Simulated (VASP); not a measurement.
# YGaF4 (P6/mmm) in VASP: a series of runs, part 2 of 3

VASP 6.6.1.

**3. Relaxation of cell and atoms, PBE**

This run uses another cell than the first one, of 12.10 Å³/atom, 0.882 times its volume.

Input file INCAR:

```
ALGO     = Normal         # electronic algorithm
EDIFF    = 1E-7           # SCF threshold, eV
EDIFFG   = -0.04          # ionic threshold
ENCUT    = 600            # plane-wave cutoff, eV
GGA      = PE             # functional
IBRION   = 2              # ionic algorithm
ISIF     = 3              # what is computed and relaxed
ISMEAR   = 0              # smearing method
LASPH    = True           # aspherical terms in the spheres
LCHARG   = False          # write CHGCAR
LREAL    = False          # projectors in reciprocal space
LWAVE    = False          # write WAVECAR
NELM     = 100            # most SCF steps
NSW      = 90             # ionic steps
PREC     = Accurate       # precision mode
SIGMA    = 0.1            # smearing width, eV
```

Input file KPOINTS:

```
k-points
0
Gamma
  6 6 4
```

Input file POSCAR:

```
YGaF4
1.0
    3.3856228500      0.0000000000      0.0000000000
   -1.6928114300      2.9320354000      0.0000000000
    0.0000000000      0.0000000000      7.3129453600
Y Ga F
1 1 4
Direct
    0.0000000000      0.0000000000      0.5000000000
    0.0000000000      0.0000000000      0.0000000000
    0.3333333300      0.6666666700      0.2500000000
    0.3333333300      0.6666666700      0.7500000000
    0.6666666700      0.3333333300      0.2500000000
    0.6666666700      0.3333333300      0.7500000000
```

Potentials or basis: VASP PAW PBE potentials, release 64 (Y_sv, Ga_d, F).

Launch:

```sh
$ cat potpaw_PBE.64/Y_sv/POTCAR potpaw_PBE.64/Ga_d/POTCAR potpaw_PBE.64/F/POTCAR > POTCAR
$ mpirun -np 1 vasp_std > vasp.out
```

OUTCAR:

```text
EDIFF = 1E-7
   EDIFFG = -0.04
   ENCUT = 600
   GGA = PE
   IBRION = 2
   ISIF = 3
   ISMEAR = 0
   LASPH = True
   LREAL = False
   NELM = 100
   NSW = 90
   PREC = Accurate

 ion  position               nearest neighbor table
   1  0.000  0.000  0.500-   3 2.68   4 2.68   5 2.68   6 2.68   5 2.68   6 2.68   3 2.68   4 2.68
                             5 2.68   6 2.68   3 2.68   4 2.68
   2  0.000  0.000  0.000-
   3  0.333  0.667  0.250-   1 2.68   1 2.68   1 2.68
   4  0.333  0.667  0.750-   1 2.68   1 2.68   1 2.68
   5  0.667  0.333  0.250-   1 2.68   1 2.68   1 2.68
   6  0.667  0.333  0.750-   1 2.68   1 2.68   1 2.68

  LATTYP: Found a hexagonal cell.
 ALAT       =     3.3856228500
 C/A-ratio  =     2.1600000012

  Lattice vectors:

 A1 = (   3.3856228500,   0.0000000000,   0.0000000000)
 A2 = (  -1.6928114300,   2.9320354000,   0.0000000000)
 A3 = (   0.0000000000,   0.0000000000,   7.3129453600)

Analysis of symmetry for initial positions (statically):
=====================================================================
 Subroutine PRICEL returns:
 Original cell was already a primitive cell.

 Routine SETGRP: Setting up the symmetry group for a
 hexagonal supercell.

 Subroutine GETGRP returns: Found 24 space group operations
[... 162 lines left out ...]

 number of electron      51.9999987 magnetization

 Free energy of the ion-electron system (eV)
  ---------------------------------------------------
  ext. energy  EPLUGINS =         0.00000000
  ---------------------------------------------------
  free energy    TOTEN  =       -24.55742242 eV

  energy without entropy =      -24.54911835  energy(sigma->0) =      -24.55327038

------------------------ aborting loop because EDIFF is reached ----------------------------------------

  FORCE on cell =-STRESS in cart. coord.  units (eV):
  Direction    XX          YY          ZZ          XY          YZ          ZX
  --------------------------------------------------------------------------------------
  -------------------------------------------------------------------------------------
  Total       24.2791544     24.2791545    -18.0246177     -0.0000000     -0.0000000      0.0000000
  in kB      535.8509747    535.8509763   -397.8107626     -0.0000009     -0.0000000      0.0000000
  external PRESSURE =     224.6303961 kB  Pullay stress =       0.0000000 kB
[... 1546 lines left out ...]
     30       8.2015      0.00000
     31       8.2015      0.00000

[... ionic steps 4 to 8 ...]

--------------------------------------- Ionic step        9  -------------------------------------------

 number of electron      52.0000007 magnetization

------------------------ aborting loop because EDIFF is reached ----------------------------------------
[... 75 lines left out ...]
--------------------------------------- Ionic step       11  -------------------------------------------

 number of electron      52.0000034 magnetization

 Free energy of the ion-electron system (eV)
  ---------------------------------------------------
  ext. energy  EPLUGINS =         0.00000000
  ---------------------------------------------------
  free energy    TOTEN  =       -32.15888342 eV

  energy without entropy =      -32.15888342  energy(sigma->0) =      -32.15888342

 E-fermi :   1.9422     XC(G=0): -10.3084

 val. band max:        1.4143331870   @ k =   0.3333   0.3333   0.0000
 cond. band min:       3.7601151119   @ k =   0.0000   0.0000   0.5000
 fundamental gap:      2.3457819249
 Fermi energy:         1.9421610092
[... 745 lines left out ...]
  FREE ENERGIE OF THE ION-ELECTRON SYSTEM (eV)
  ---------------------------------------------------
  free  energy   TOTEN  =       -32.1588834214 eV

  energy  without entropy=      -32.1588834214  energy(sigma->0) =      -32.15888342

 reached required accuracy - stopping structural energy minimisation
```

OSZICAR:

```text
N       E                     dE             d eps       ncg     rms          rms(c)
DAV:   1     0.596551420254E+03    0.59655E+03   -0.29885E+04  1471   0.253E+03
DAV:   2     0.442060355594E+02   -0.55235E+03   -0.52425E+03  1545   0.631E+02
[... 147 lines left out ...]
DAV:   9    -0.321589172858E+02   -0.14504E-04   -0.39966E-06  1529   0.151E-02    0.642E-02
DAV:  10    -0.321588857240E+02    0.31562E-04   -0.13236E-04  1626   0.819E-02    0.249E-02
DAV:  11    -0.321588834200E+02    0.23041E-05   -0.12670E-05  1408   0.282E-02    0.813E-03
DAV:  12    -0.321588836553E+02   -0.23536E-06   -0.12638E-06  1840   0.799E-03    0.262E-03
DAV:  13    -0.321588834649E+02    0.19042E-06   -0.38104E-07  1253   0.411E-03    0.189E-03
DAV:  14    -0.321588834214E+02    0.43464E-07   -0.10821E-07   756   0.225E-03
  11 F= -.32158883E+02 E0= -.32158883E+02  d E =-.738450E-02
```

CONTCAR:

```text
YGaF4
   1.00000000000000
     3.8752810487210394   -0.0000000006461306    0.0000000000000000
    -1.9376405306432287    3.3560918411589844   -0.0000000000000000
    -0.0000000000000000   -0.0000000000000000    6.2615646936564104
  Y               Ga              F
     1     1     4
Direct
     0.0000000000000000    0.0000000000000000    0.5000000000000000
     0.0000000000000000    0.0000000000000000    1.0000000000000000
     0.3333333300000021    0.6666666699999979    0.3039122965887923
     0.3333333300000021    0.6666666699999979    0.6960877034112077
     0.6666666699999979    0.3333333300000021    0.3039122965887923
     0.6666666699999979    0.3333333300000021    0.6960877034112077

  0.00000000E+00  0.00000000E+00  0.00000000E+00
  0.00000000E+00  0.00000000E+00  0.00000000E+00
  0.00000000E+00  0.00000000E+00  0.00000000E+00
  0.00000000E+00  0.00000000E+00  0.00000000E+00
  0.00000000E+00  0.00000000E+00  0.00000000E+00
  0.00000000E+00  0.00000000E+00  0.00000000E+00
```

Wall time 7.2 min (1 thread of AMD EPYC 9R45 (Zen 5), shared host); peak memory 0.23 GiB.

Results:

- Free energy: -32.1589 eV
- Relaxed volume: 13.57 Å³/atom
- Relaxed cell: a = 3.875 Å, b = 3.875 Å, c = 6.262 Å, α = 90.00°, β = 90.00°, γ = 120.00°
- Space group after relaxing (to 0.05 Å): P6/mmm (No. 191)
- Energy gained by relaxing: 1266.9 meV/atom
- Ionic steps: 11
- Pressure after relaxing: 0.0 GPa
- Largest force after relaxing: 0.004 eV/Å
- Band gap on the k mesh: 2.35 eV, indirect (least direct gap 2.54 eV)

Forces in eV/Å, atoms in the order of the input:
```
Y    0.000  0.000  0.000
Ga   0.000  0.000  0.000
F    0.000  0.000  0.004
F    0.000  0.000 -0.004
F    0.000  0.000  0.004
F    0.000  0.000 -0.004
```

Stress tensor (GPa, compression positive):
```
-0.07  0.00  0.00
 0.00 -0.07  0.00
 0.00  0.00  0.07
```

Step by step:
```
step  energy change (eV)  largest force (eV/Å)  pressure (GPa)  volume (Å³)
   1              0.0000                2.5525           22.46        72.59
   2             -6.5984                1.4092          -10.75        88.67
   3             -6.5904                1.4711          -10.18        88.27
   4             -7.3245                0.6110           -2.37        78.67
   5             -7.3369                0.4102           -0.53        77.18
   6             -7.4502                0.3826            2.76        75.96
   7             -7.4610                0.3664            4.34        75.41
   8             -7.5513                0.2844            1.85        78.13
   9             -7.5938                0.1826           -0.72        81.61
  10             -7.5941                0.1757           -0.88        81.86
  11             -7.6015                0.0040           -0.02        81.44
```

Final structure:
```
Y Ga F
1.0
     3.87528    0.00000    0.00000
    -1.93764    3.35609    0.00000
     0.00000    0.00000    6.26156
Y Ga F
1 1 4
Cartesian
  0.0000 0.0000 3.1308
  0.0000 0.0000 6.2616
  0.0000 2.2374 1.9030
  0.0000 2.2374 4.3586
  1.9376 1.1187 1.9030
  1.9376 1.1187 4.3586
```

**4. Single point, PBE**

This run uses another cell than the first one, of 12.10 Å³/atom, 0.882 times its volume.

Input file INCAR:

```
SYSTEM = YGaF4
PREC = Accurate
ENCUT = 520
EDIFF = 1E-7
ISMEAR = 0
SIGMA = 0.1
LREAL = .FALSE.
LASPH = .TRUE.
NELM = 80
ALGO = Normal
ISIF = 2
LWAVE = .FALSE.
LCHARG = .TRUE.
GGA = PE
LELF = .TRUE.
LVHAR = .TRUE.
NBANDS = 35
```

Input file KPOINTS:

```
Automatic mesh
0
G
  6 6 4
  0 0 0
```

POSCAR is that of step 3.

Potentials or basis: VASP PAW PBE potentials, release 64 (Y_sv, Ga_d, F).

Launch:

```sh
$ cat potpaw_PBE.64/Y_sv/POTCAR potpaw_PBE.64/Ga_d/POTCAR potpaw_PBE.64/F/POTCAR > POTCAR
$ mpirun -np 1 vasp_std > vasp.out
```

OUTCAR:

```text
SYSTEM = YGaF4
   PREC = Accurate
   ENCUT = 520
   EDIFF = 1E-7
   ISMEAR = 0
   LREAL = .FALSE.
   LASPH = .TRUE.
   NELM = 80
   ISIF = 2
   GGA = PE

 ion  position               nearest neighbor table
   1  0.000  0.000  0.500-   3 2.68   4 2.68   5 2.68   6 2.68   5 2.68   6 2.68   3 2.68   4 2.68
                             5 2.68   6 2.68   3 2.68   4 2.68
   2  0.000  0.000  0.000-
   3  0.333  0.667  0.250-   1 2.68   1 2.68   1 2.68
   4  0.333  0.667  0.750-   1 2.68   1 2.68   1 2.68
   5  0.667  0.333  0.250-   1 2.68   1 2.68   1 2.68
   6  0.667  0.333  0.750-   1 2.68   1 2.68   1 2.68

  LATTYP: Found a hexagonal cell.
 ALAT       =     3.3856228500
 C/A-ratio  =     2.1600000012

  Lattice vectors:

 A1 = (   3.3856228500,   0.0000000000,   0.0000000000)
 A2 = (  -1.6928114300,   2.9320354000,   0.0000000000)
 A3 = (   0.0000000000,   0.0000000000,   7.3129453600)

Analysis of symmetry for initial positions (statically):
[... 179 lines left out ...]

 val. band max:        3.9478278742   @ k =   0.1667  -0.0000   0.5000
 cond. band min:       4.2023561810   @ k =   0.1667  -0.0000   0.2500
 fundamental gap:      0.2545283069
 Fermi energy:         4.1498416366

 k-point     1 :       0.0000    0.0000    0.0000
  band No.  band energies     occupation
      1     -39.9218      2.00000
      2     -20.7728      2.00000
      3     -20.1357      2.00000
      4     -19.5794      2.00000
      5     -19.5794      2.00000
      6     -18.7974      2.00000
[... 787 lines left out ...]
     34      10.6537      0.00000
     35      11.9638      0.00000

------------------------ aborting loop because EDIFF is reached ----------------------------------------

  FORCE on cell =-STRESS in cart. coord.  units (eV):
  Direction    XX          YY          ZZ          XY          YZ          ZX
  --------------------------------------------------------------------------------------
  -------------------------------------------------------------------------------------
  Total       24.3258122     24.3258122    -17.9550032     -0.0000000      0.0000000      0.0000000
  in kB      536.8807297    536.8807313   -396.2743431     -0.0000009      0.0000000      0.0000000
  external PRESSURE =     225.8290393 kB  Pullay stress =       0.0000000 kB

 VOLUME and BASIS-vectors are now :
 -----------------------------------------------------------------------------
  energy-cutoff  :      520.00
  volume of cell :       72.59
      direct lattice vectors                 reciprocal lattice vectors
     3.385622850  0.000000000  0.000000000     0.295366627  0.170530002  0.000000000
    -1.692811430  2.932035400  0.000000000     0.000000000  0.341060002  0.000000000
     0.000000000  0.000000000  7.312945360     0.000000000  0.000000000  0.136743809

 POSITION                                       TOTAL-FORCE (eV/Angst)
 -----------------------------------------------------------------------------------
      0.00000      0.00000      3.65647         0.000000     -0.000000     -0.000000
      0.00000      0.00000      0.00000         0.000000     -0.000000     -0.000000
     -0.00000      1.95469      1.82824        -0.000000      0.000000      2.551540
     -0.00000      1.95469      5.48471        -0.000000      0.000000     -2.551540
      1.69281      0.97735      1.82824         0.000000     -0.000000      2.551540
      1.69281      0.97735      5.48471         0.000000     -0.000000     -2.551540
 -----------------------------------------------------------------------------------
    total drift:                                0.000000      0.000000      0.000000

  FREE ENERGIE OF THE ION-ELECTRON SYSTEM (eV)
  ---------------------------------------------------
  free  energy   TOTEN  =       -24.5483714252 eV

  energy  without entropy=      -24.5400668115  energy(sigma->0) =      -24.54421912
```

stdout:

```text
POSCAR found type information on POSCAR Y GaF
 POSCAR found :  3 types and       6 ions
 scaLAPACK will be used
 LDA part: xc-table for (Slater+PW92), standard interpolation
 POSCAR, INCAR and KPOINTS ok, starting setup
 FFT: planning ... GRIDC
 FFT: planning ... GRID_SOFT
 FFT: planning ... GRID
 WAVECAR not read
 entering main loop
```

It took 47 s on 1 thread of Intel Xeon 6975P-C (Granite Rapids), shared host; peak memory 0.22 GiB.

What came out:

* Free energy: -24.5484 eV
* Pressure: 22.6 GPa
* Largest force: 2.552 eV/Å
* Band gap on the k mesh: zero (band 26 reaches 4.21 eV, above the bottom of band 27 at 3.40 eV)

Forces in eV/Å, atoms in the order of the input:
```
Y    0.000  0.000  0.000
Ga   0.000  0.000  0.000
F    0.000  0.000  2.552
F    0.000  0.000 -2.552
F    0.000  0.000  2.552
F    0.000  0.000 -2.552
```

Stress tensor (GPa, compression positive):
```
 53.69   0.00   0.00
  0.00  53.69   0.00
  0.00   0.00 -39.63
```

Caveat: forces of over 1 eV/Å act on the atoms, so gaps and moduli don't describe the material at rest.

(Part 2 of 3 ends here.)
